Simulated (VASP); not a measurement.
Sb: single point with PBEsol

Sb:

```
Sb
1.0
     3.35773    0.00000    0.00000
    -1.67887    2.90788    0.00000
     0.00000    0.00000    5.31217
Sb
2
Cartesian
  0.0000 1.9386 1.3280
  1.6789 0.9693 3.9841
```

This isn't the form of Sb at room conditions, which is rhombohedral.

```yaml
Program: VASP 6.6.1
Task: single point
Functional: PBEsol
Potentials_or_basis: VASP PAW PBE potentials, release 64 (Sb)
Cutoff: 520 eV
k_mesh: 12 × 12 × 7
Occupations: fermi-dirac, width 0.05 eV
Spin: no spin polarisation
Dipole_correction: no
Further_INCAR_settings: ALGO = Normal; EDIFF = 1e-06; NBANDS = 12
```

The pressure is 0.5 GPa and the band gap on the k mesh is zero (bands 5 and 6 overlap by 7.07 eV).

Stress tensor (GPa, compression positive):
```
 0.96  0.00  0.00
 0.00  0.96  0.00
 0.00  0.00 -0.30
```

Levels at points of the mesh, in eV from the Fermi level:
| k point | band 3 | band 4 | band 5 | band 6 | band 7 | band 8 |
| --- | --- | --- | --- | --- | --- | --- |
| (0.00, 0.00, 0.00) | -6.04 | 3.35 | 3.35 | 5.17 | 5.17 | 6.13 |
| (0.50, 0.00, 0.00) | -4.28 | -2.94 | -2.45 | -0.24 | 0.10 | 3.82 |

Run time: 44 s on 1 thread of Intel Xeon 8259CL, with other jobs on the host, peak memory 0.2 GiB.

Caveat: the PAW data sets were made with another functional, which shifts forces and pressure a little; spin-orbit coupling is left out, which moves the levels of the heavy elements.
